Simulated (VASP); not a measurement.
Crystal: NiO.

```
CELL_PARAMETERS angstrom
0.00000 2.09131 2.09131
2.09131 0.00000 2.09131
2.09131 2.09131 0.00000
ATOMIC_POSITIONS crystal
Ni 0.00000 0.00000 0.00000
O 0.50000 0.50000 0.50000
```

Base run:

* Program: VASP 6.6.1
* Functional: LDA
* Potentials or basis: VASP PAW LDA potentials, release 64 (Ni, O)
* Cutoff: 520 eV
* k mesh: 8 × 8 × 8
* Occupations: gaussian, width 0.05 eV
* Spin: collinear spin, ferromagnetic start
* Starting moments: [1.0, 0.0] μB
* Fixed moment: 1 μB
* Hubbard terms: Ni d U = 6.0 eV, J = 0.9 eV

Its results: pressure -23.3 GPa; net moment 1.00 μB per cell; site moments Ni +1.05; O -0.04 μB.

Task: The run is repeated on the same cell with these changes: fixed moment from 1 μB to none; moments at the start from [1.0, 0.0] to [2.0, 0.0]. What comes out?

Result: Pressure -15.6 GPa; net moment 2.00 μB per cell; site moments Ni +1.77; O +0.21 μB.

Caveats: a cell with one magnetic atom can't hold antiferromagnetic order, which such compounds often take; the total moment is fixed, so each spin has its own Fermi level (some runs).
